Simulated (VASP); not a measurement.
# WS2 (R3m) in VASP: a series of runs

Runs on WS2. Level: PBEsol. Tasks: single point.

All numbers are computed with VASP 6.6.1; they aren't measurements. Logs are shortened: lines on timing, memory, paths and dates and some standing lists are left out, and cuts for length are marked.

## 1. The cell of the first run

It takes space group R3m (No. 160, trigonal). Conventional cell: a = 3.063 Å, b = 3.063 Å, c = 17.935 Å, α = 90.00°, β = 90.00°, γ = 120.00°. Within 3.1 Å of W (site symmetry 3m) lie 6 S at 2.32 to 2.34 Å and 6 W at 3.06 Å. S (site symmetry 3m) has 3 W at 2.32 Å and 7 S at 3.04 to 3.06 Å within 3.1 Å. S (site symmetry 3m) has 3 W at 2.34 Å and 7 S at 3.04 to 3.06 Å within 3.1 Å.

## 2. Single point, PBEsol (strain -0.030 along x and y, -0.030 along z)

INCAR reads:

```
ALGO = Normal
EDIFF = 1E-7
ENCUT = 520
GGA = PS
ISIF = 2
ISMEAR = 0
LASPH = True
LCHARG = False
LREAL = False
LWAVE = False
NBANDS = 20
NELM = 60
PREC = Accurate
SIGMA = 0.05
```

KPOINTS reads:

```
k-points
0
Gamma
  12 12 12
```

POSCAR reads:

```
WS2
1.0
    1.5316303727      0.8842872080      5.9784301000
   -1.5316303727      0.8842872080      5.9784301000
    0.0000000000     -1.7685744160      5.9784301000
W S
1 2
Direct
    0.0000000000      0.0000000000      0.0000000000
    0.7503000000      0.7503000000      0.7503000000
    0.5810000000      0.5810000000      0.5810000000
```

Potentials or basis: VASP PAW PBE potentials, release 64 (W_sv, S).

On the command line:

```console
cat potpaw_PBE.64/W_sv/POTCAR potpaw_PBE.64/S/POTCAR > POTCAR
mpirun -np 1 vasp_std > vasp.out
```

OUTCAR:

```text
EDIFF = 1E-7
   ENCUT = 520
   GGA = PS
   ISIF = 2
   ISMEAR = 0
   LASPH = True
   LREAL = False
   NELM = 60
   PREC = Accurate

 ion  position               nearest neighbor table
   1  0.000  0.000  0.000-   2 2.32   2 2.32   2 2.32   3 2.34   3 2.34   3 2.34
   2  0.750  0.750  0.750-   1 2.32   1 2.32   1 2.32
   3  0.581  0.581  0.581-   1 2.34   1 2.34   1 2.34

  LATTYP: Found a trigonal (rhomboedric) cell.
 ALAT       =     6.2345394317
 COS(alpha) =     0.8792939096

  Lattice vectors:

 A1 = (   1.5316303727,   0.8842872080,   5.9784301000)
 A2 = (  -1.5316303727,   0.8842872080,   5.9784301000)
 A3 = (   0.0000000000,  -1.7685744160,   5.9784301000)

Analysis of symmetry for initial positions (statically):
=====================================================================
 Subroutine PRICEL returns:
 Original cell was already a primitive cell.

 Routine SETGRP: Setting up the symmetry group for a
 trigonal (rhombohedral) supercell.

 Subroutine GETGRP returns: Found  6 space group operations
 (whereof  6 operations were pure point group operations)
 out of a pool of 12 trial point group operations.

The static configuration has the point symmetry C_3v.

Analysis of symmetry for dynamics (positions and initial velocities):
=====================================================================
 Subroutine PRICEL returns:
 Original cell was already a primitive cell.

 Routine SETGRP: Setting up the symmetry group for a
 trigonal (rhombohedral) supercell.

 Subroutine GETGRP returns: Found  6 space group operations
 (whereof  6 operations were pure point group operations)
 out of a pool of 12 trial point group operations.

The dynamic configuration has the point symmetry C_3v.

 Subroutine INISYM returns: Found  6 space group operations
 (whereof  6 operations are pure point group operations),
 and found     1 'primitive' translations

----------------------------------------------------------------------------------------

                                     Primitive cell

  volume of cell :      48.5832

  direct lattice vectors                    reciprocal lattice vectors
[... 81 lines left out ...]
   ISTART =      0    job   : 0-new  1-cont  2-samecut
   ICHARG =      2    charge: 1-file 2-atom 10-const
   ISPIN  =      1    spin polarized calculation?
   LNONCOLLINEAR =      F non collinear calculations
   LSORBIT =      F    spin-orbit coupling
   LASPH  =      T    aspherical Exc in radial PAW
   ENCUT  =  520.0 eV  38.22 Ry    6.18 a.u.  11.59 11.59 11.59*2*pi/ulx,y,z
   NELM   =     60;   NELMIN=  2; NELMDL= -5     # of ELM steps
   EDIFF  = 0.1E-06   stopping-criterion for ELM
   LREAL  =      F    real-space projection
   EDIFFG = 0.1E-05   stopping-criterion for IOM
   NSW    =      0    number of steps for IOM
   IBRION =     -1    ionic relax: 0-MD 1-quasi-New 2-CG
   NFREE  =      0    steps in history (QN), initial steepest desc. (CG)
   ISIF   =      2    stress and relaxation
   ISYM   =      2    0-nonsym 1-usesym 2-fastsym
   POTIM  = 0.5000    time-step for ionic-motion
   TEBEG  =    0.0;   TEEND  =   0.0 temperature during run
   PSTRESS=    0.0 pullay stress
   NELECT =      26.0000    total number of electrons
   NUPDOWN=      -1.0000    fix difference up-down
   EMIN   =  10.00;   EMAX   =-10.00  energy-range for DOS
   EFERMI =   0.00;   METHOD = LEGACY
   ISMEAR =     0;   SIGMA  =   0.05  broadening in eV -4-tet -1-fermi 0-gaus
   EFERMI_NEDOS =   21; number of points for ismear=-14 and -15
   IALGO  =     38    algorithm
   IMIX   =      4    mixing-type and parameters
     AMIX     =   0.40;   BMIX     =  1.00
     AMIX_MAG =   1.60;   BMIX_MAG =  1.00
  volume/ion in A,a.u.               =      16.19       109.29
  Fermi-wavevector in a.u.,A,eV,Ry     =   1.329140  2.511710 24.036229  1.766613
  Thomas-Fermi vector in A             =   2.458325
   LORBIT       =      0    0 simple, 1 ext, 2 COOP (PROOUT), +10 PAW based schemes
   GGA     = PS    functional components
   LHFCALC =     F    Hartree Fock is set to
   AEXX    =    0.0000 exact exchange contribution
   IVDW    =     0    specifies the selected vdW correction
   LEPSILON=     F    determine dielectric tensor
   LRPA    =     F    only Hartree local field effects (RPA)
 non-spin polarized calculation
 Gauss-broadening in eV      SIGMA  =   0.05
  energy-cutoff  :      520.00
  volume of cell :       48.58
 maximum number of plane-waves:      1320
   NGX = 23   NGY = 23   NGZ = 23

 number of electron      26.0000000 magnetization

 Free energy of the ion-electron system (eV)
  ---------------------------------------------------
  ext. energy  EPLUGINS =         0.00000000
  ---------------------------------------------------
  free energy    TOTEN  =       -25.02584890 eV

  energy without entropy =      -25.02584890  energy(sigma->0) =      -25.02584890

 E-fermi :   8.9050     XC(G=0): -11.5713

 val. band max:        8.7044137167   @ k =   0.5000   0.5000   0.5000
 cond. band min:       9.5952104327   @ k =  -0.1667   0.1667   0.0000
 fundamental gap:      0.8907967160
 Fermi energy:         8.9049515713

 k-point     1 :       0.0000    0.0000    0.0000
  band No.  band energies     occupation
      1     -65.8450      2.00000
      2     -30.2484      2.00000
      3     -29.9562      2.00000
      4     -29.9562      2.00000
      5      -7.7711      2.00000
      6      -5.3737      2.00000
[... 541 lines left out ...]
     19      17.1577      0.00000
     20      17.3049      0.00000

 [... further k-points ...]

------------------------ aborting loop because EDIFF is reached ----------------------------------------

  FORCE on cell =-STRESS in cart. coord.  units (eV):
  Direction    XX          YY          ZZ          XY          YZ          ZX
  --------------------------------------------------------------------------------------
  -------------------------------------------------------------------------------------
  Total        5.2373623      5.2373623      6.0668529      0.0000000      0.0000000      0.0000000
  in kB      172.7179535    172.7179535    200.0729278      0.0000000      0.0000000      0.0000000
  external PRESSURE =     181.8362782 kB  Pullay stress =       0.0000000 kB

 VOLUME and BASIS-vectors are now :
 -----------------------------------------------------------------------------
  energy-cutoff  :      520.00
  volume of cell :       48.58
      direct lattice vectors                 reciprocal lattice vectors
     1.531630373  0.884287208  5.978430100     0.326449520  0.188475718  0.055755997
    -1.531630373  0.884287208  5.978430100    -0.326449520  0.188475718  0.055755997
     0.000000000 -1.768574416  5.978430100     0.000000000 -0.376951436  0.055755997

 POSITION                                       TOTAL-FORCE (eV/Angst)
 -----------------------------------------------------------------------------------
      0.00000      0.00000      0.00000         0.000000      0.000000     -0.740419
      0.00000      0.00000     13.45685         0.000000      0.000000      2.170869
      0.00000      0.00000     10.42040         0.000000     -0.000000     -1.430450
 -----------------------------------------------------------------------------------
    total drift:                                0.000000     -0.000000     -0.000133

  FREE ENERGIE OF THE ION-ELECTRON SYSTEM (eV)
  ---------------------------------------------------
  free  energy   TOTEN  =       -25.0258488963 eV

  energy  without entropy=      -25.0258488962  energy(sigma->0) =      -25.02584890
```

Wall time 6.4 min (1 thread of Intel Xeon Platinum 8488C (Sapphire Rapids), shared host); peak memory 0.43 GiB.

What came out:

- Free energy: -25.0258 eV
- Pressure: 18.2 GPa
- Largest force: 2.171 eV/Å
- Band gap on the k mesh: 0.89 eV (least direct gap 2.12 eV)

Forces on the atoms (eV/Å):
```
W    0.000  0.000 -0.740
S    0.000  0.000  2.171
S    0.000  0.000 -1.430
```

Stress tensor (GPa, compression positive):
```
17.27  0.00  0.00
 0.00 17.27  0.00
 0.00  0.00 20.01
```

Levels at points of the mesh, in eV from the valence-band top:
```tsv
k point	band 11	band 12	band 13	band 14	band 15	band 16
(0.00, 0.00, 0.00)	-2.57	-1.76	-1.51	2.28	2.28	2.81
(0.50, 0.00, 0.00)	-2.79	-2.03	-1.93	2.51	2.72	3.72
(0.50, 0.50, 0.00)	-3.53	-2.16	-1.78	2.45	2.85	3.34
(0.50, 0.50, 0.50)	-2.54	-2.54	0.00	2.43	2.43	2.61
```

Caveat: the cell differs from its parent crystal (strain -0.030 along x and y, -0.030 along z); the cell stands under pressure; the PAW data sets were made with another functional, which shifts forces and pressure a little; spin-orbit coupling is left out, which moves the levels of the heavy elements.

## 3. Single point, PBEsol (strain -0.030 along x and y, -0.015 along z)

INCAR reads:

```
SYSTEM = WS2
PREC = Accurate
ENCUT = 520
EDIFF = 1E-6
ISMEAR = 0
SIGMA = 0.05
LREAL = .FALSE.
LASPH = .TRUE.
NELM = 60
ALGO = Normal
ISIF = 2
LWAVE = .FALSE.
LCHARG = .FALSE.
GGA = PS
NBANDS = 20
```

KPOINTS reads:

```
regular mesh
0
G
  12 12 12
  0 0 0
```

POSCAR reads:

```
WS2
1.0
    1.5316303727      0.8842872080      6.0708800500
   -1.5316303727      0.8842872080      6.0708800500
    0.0000000000     -1.7685744160      6.0708800500
W S
1 2
Direct
    0.0000000000      0.0000000000      0.0000000000
    0.7503000000      0.7503000000      0.7503000000
    0.5810000000      0.5810000000      0.5810000000
```

Potentials or basis: VASP PAW PBE potentials, release 64 (W_sv, S).

On the command line:

```console
cat potpaw_PBE.64/W_sv/POTCAR potpaw_PBE.64/S/POTCAR > POTCAR
mpirun -np 1 vasp_std > vasp.out
```

It took 7 min on 1 thread of Intel Xeon Platinum 8488C (Sapphire Rapids), shared host; peak memory 0.42 GiB.

Results (log left out):

- Free energy: -25.1056 eV
- Pressure: 14.4 GPa
- Largest force: 1.599 eV/Å
- Band gap on the k mesh: 0.97 eV (least direct gap 2.20 eV)

Forces in eV/Å, atoms in the order of the input:
```
W    0.000  0.000 -0.717
S    0.000  0.000  1.599
S    0.000  0.000 -0.882
```

Stress tensor (GPa, compression positive):
```
14.59  0.00  0.00
 0.00 14.59  0.00
 0.00  0.00 13.91
```

Levels at points of the mesh, in eV from the valence-band top:
```
           k point  band 11  band 12  band 13  band 14  band 15  band 16
(0.00, 0.00, 0.00)    -2.29    -1.72    -1.48     2.45     2.45     2.89
(0.50, 0.00, 0.00)    -2.71    -1.87    -1.70     2.70     2.81     3.84
(0.50, 0.50, 0.00)    -3.41    -1.92    -1.62     2.65     2.96     3.48
(0.50, 0.50, 0.50)    -2.26    -2.26     0.00     2.58     2.58     2.71
```

Caveat: the cell differs from its parent crystal (strain -0.030 along x and y, -0.015 along z); the cell stands under pressure; the PAW data sets were made with another functional, which shifts forces and pressure a little; spin-orbit coupling is left out, which moves the levels of the heavy elements. A k mesh can miss the band edges.

## 4. Single point, PBEsol (strain -0.030 along x and y, +0.000 along z)

INCAR reads:

```
PREC = Accurate
ENCUT = 520
EDIFF = 1E-6
ISMEAR = 0
SIGMA = 0.05
LREAL = False
LASPH = True
NELM = 80
ALGO = Normal
ISIF = 2
LWAVE = False
LCHARG = False
GGA = PS
NBANDS = 20
```

KPOINTS reads:

```
regular mesh
0
Gamma
  12 12 12
```

POSCAR reads:

```
WS2
1.0
    1.5316303727      0.8842872080      6.1633300000
   -1.5316303727      0.8842872080      6.1633300000
    0.0000000000     -1.7685744160      6.1633300000
W S
1 2
Direct
    0.0000000000      0.0000000000      0.0000000000
    0.7503000000      0.7503000000      0.7503000000
    0.5810000000      0.5810000000      0.5810000000
```

Potentials or basis: VASP PAW PBE potentials, release 64 (W_sv, S).

On the command line:

```console
cat potpaw_PBE.64/W_sv/POTCAR potpaw_PBE.64/S/POTCAR > POTCAR
mpirun -np 1 vasp_std > vasp.out
```

OUTCAR:

```text
PREC = Accurate
   ENCUT = 520
   EDIFF = 1E-6
   ISMEAR = 0
   LREAL = False
   LASPH = True
   NELM = 80
   ISIF = 2
   GGA = PS

 ion  position               nearest neighbor table
   1  0.000  0.000  0.000-   2 2.35   2 2.35   2 2.35   3 2.37   3 2.37   3 2.37
   2  0.750  0.750  0.750-   1 2.35   1 2.35   1 2.35
   3  0.581  0.581  0.581-   1 2.37   1 2.37   1 2.37

  LATTYP: Found a trigonal (rhomboedric) cell.
 ALAT       =     6.4120583399
 COS(alpha) =     0.8858849289

  Lattice vectors:
[... 743 lines left out ...]

  FORCE on cell =-STRESS in cart. coord.  units (eV):
  Direction    XX          YY          ZZ          XY          YZ          ZX
  --------------------------------------------------------------------------------------
  -------------------------------------------------------------------------------------
  Total        3.7979892      3.7979892      2.5593894      0.0000000      0.0000000     -0.0000000
  in kB      121.4927388    121.4927388     81.8715395      0.0000000      0.0000000     -0.0000000
  external PRESSURE =     108.2856724 kB  Pullay stress =       0.0000000 kB

 VOLUME and BASIS-vectors are now :
 -----------------------------------------------------------------------------
  energy-cutoff  :      520.00
  volume of cell :       50.09
      direct lattice vectors                 reciprocal lattice vectors
     1.531630373  0.884287208  6.163330000     0.326449520  0.188475718  0.054083318
    -1.531630373  0.884287208  6.163330000    -0.326449520  0.188475718  0.054083318
     0.000000000 -1.768574416  6.163330000     0.000000000 -0.376951436  0.054083318

 POSITION                                       TOTAL-FORCE (eV/Angst)
 -----------------------------------------------------------------------------------
      0.00000      0.00000      0.00000         0.000000      0.000000     -0.692809
      0.00000      0.00000     13.87304         0.000000     -0.000000      1.056625
      0.00000      0.00000     10.74268         0.000000     -0.000000     -0.363816
 -----------------------------------------------------------------------------------
    total drift:                               -0.000000     -0.000000     -0.000058

  FREE ENERGIE OF THE ION-ELECTRON SYSTEM (eV)
  ---------------------------------------------------
  free  energy   TOTEN  =       -25.1577027405 eV

  energy  without entropy=      -25.1577027405  energy(sigma->0) =      -25.15770274
```

OSZICAR:

```text
N       E                     dE             d eps       ncg     rms          rms(c)
DAV:   1     0.199547882600E+03    0.19955E+03   -0.13125E+04  7560   0.131E+03
DAV:   2    -0.159496291543E+02   -0.21550E+03   -0.20817E+03  8752   0.348E+02
DAV:   3    -0.261847594593E+02   -0.10235E+02   -0.10124E+02  9492   0.713E+01
DAV:   4    -0.263281091006E+02   -0.14335E+00   -0.14325E+00  9124   0.909E+00
DAV:   5    -0.263304205962E+02   -0.23115E-02   -0.23114E-02  9368   0.122E+00    0.315E+01
DAV:   6    -0.253329665561E+02    0.99745E+00   -0.40722E+00  8432   0.146E+01    0.131E+01
DAV:   7    -0.252056495754E+02    0.12732E+00   -0.11007E+00  8056   0.587E+00    0.538E+00
DAV:   8    -0.251600562495E+02    0.45593E-01   -0.25608E-01  8772   0.338E+00    0.144E+00
DAV:   9    -0.251581486675E+02    0.19076E-02   -0.13513E-02  9424   0.774E-01    0.652E-01
DAV:  10    -0.251577356435E+02    0.41302E-03   -0.52404E-03  8748   0.507E-01    0.551E-02
DAV:  11    -0.251576947307E+02    0.40913E-04   -0.49252E-04  8484   0.156E-01    0.611E-02
DAV:  12    -0.251577006040E+02   -0.58733E-05   -0.54518E-05  8872   0.589E-02    0.123E-02
DAV:  13    -0.251577026019E+02   -0.19980E-05   -0.56674E-06  8760   0.181E-02    0.419E-03
DAV:  14    -0.251577027405E+02   -0.13851E-06   -0.67523E-07  5160   0.524E-03
   1 F= -.25157703E+02 E0= -.25157703E+02  d E =-.172505E-11
```

It took 6.5 min on 1 thread of Intel Xeon Platinum 8488C (Sapphire Rapids), shared host; peak memory 0.43 GiB.

What came out:

```
Free energy            : -25.1577 eV
Pressure               : 10.8 GPa
Largest force          : 1.057 eV/Å
Band gap on the k mesh : 1.04 eV (least direct gap 2.27 eV)
```

Forces on the atoms (eV/Å):
```
W    0.000  0.000 -0.693
S    0.000  0.000  1.057
S    0.000  0.000 -0.364
```

Stress tensor (GPa, compression positive):
```
12.15  0.00  0.00
 0.00 12.15  0.00
 0.00  0.00  8.19
```

Caveat: the cell differs from its parent crystal (strain -0.030 along x and y, +0.000 along z); the cell stands under pressure; the PAW data sets were made with another functional, which shifts forces and pressure a little; spin-orbit coupling is left out, which moves the levels of the heavy elements. A k mesh can miss the band edges.

## 5. Single point, PBEsol (strain -0.015 along x and y, -0.030 along z)

INCAR reads:

```
SYSTEM = WS2
PREC = Accurate
ENCUT = 520
EDIFF = 1E-7
ISMEAR = 0
SIGMA = 0.05
LREAL = .False.
LASPH = .True.
NELM = 80
ALGO = Normal
ISIF = 2
LWAVE = .False.
LCHARG = .False.
GGA = PS
NBANDS = 20
```

KPOINTS reads:

```
Automatic mesh
0
Gamma
  12 12 12
  0 0 0
```

POSCAR reads:

```
WS2
1.0
    1.5553153785      0.8979617525      5.9784301000
   -1.5553153785      0.8979617525      5.9784301000
    0.0000000000     -1.7959235049      5.9784301000
W S
1 2
Direct
    0.0000000000      0.0000000000      0.0000000000
    0.7503000000      0.7503000000      0.7503000000
    0.5810000000      0.5810000000      0.5810000000
```

On the command line:

```console
cat potpaw_PBE.64/W_sv/POTCAR potpaw_PBE.64/S/POTCAR > POTCAR
mpirun -np 1 vasp_std > vasp.out
```

Wall time 6.5 min (1 thread of Intel Xeon Platinum 8488C (Sapphire Rapids), shared host); peak memory 0.43 GiB.

It converged, with:

- Free energy: -25.1525 eV
- Pressure: 11.3 GPa
- Largest force: 1.684 eV/Å
- Band gap on the k mesh: 0.88 eV (least direct gap 1.93 eV)

Forces in eV/Å, atoms in the order of the input:
```
W    0.000  0.000 -0.689
S    0.000  0.000  1.684
S    0.000  0.000 -0.995
```

Stress tensor (GPa, compression positive):
```
 9.57  0.00  0.00
 0.00  9.57  0.00
 0.00  0.00 14.70
```

Levels at points of the mesh, in eV from the valence-band top:
```tsv
k point	band 9	band 10	band 11	band 12	band 13	band 14	band 15	band 16	band 17	band 18
(0.00, 0.00, 0.00)	-4.07	-2.69	-2.69	-1.66	-1.41	2.09	2.09	2.62	2.62	4.67
(0.50, 0.00, 0.00)	-5.81	-4.67	-2.75	-2.08	-2.03	2.22	2.56	3.56	3.96	4.26
(0.50, 0.50, 0.00)	-5.49	-4.58	-3.47	-2.32	-1.82	2.17	2.68	3.14	4.60	4.89
(0.50, 0.50, 0.50)	-4.09	-4.09	-2.65	-2.65	0.00	2.23	2.23	2.41	2.41	4.77
```

Caveat: the cell differs from its parent crystal (strain -0.015 along x and y, -0.030 along z); the cell stands under pressure; the PAW data sets were made with another functional, which shifts forces and pressure a little; spin-orbit coupling is left out, which moves the levels of the heavy elements. A k mesh can miss the band edges.

## 6. Summary

| cell | gap on the mesh (eV) | pressure (GPa) | largest force (eV/Å) |
| --- | --- | --- | --- |
| a = 6.235 Å, angles 28.4°, 3 atoms | 0.89 | 18.2 | 2.17 |
| a = 6.323 Å, angles 28.0°, 3 atoms | 0.97 | 14.4 | 1.60 |
| a = 6.412 Å, angles 27.6°, 3 atoms | 1.04 | 10.8 | 1.06 |
| a = 6.242 Å, angles 28.9°, 3 atoms | 0.88 | 11.3 | 1.68 |

Alike in all rows: task single point; level PBEsol; potentials or basis VASP PAW PBE potentials, release 64 (W_sv, S); no spin polarisation; k mesh 12 × 12 × 12; cutoff (eV) 520; smearing gaussian 0.05 eV.

Caveats: the cell stands under pressure; the PAW data sets were made with another functional, which shifts forces and pressure a little; spin-orbit coupling is left out, which moves the levels of the heavy elements.

Total energies depend on the potentials used, so only differences within one code and one set of settings carry meaning.
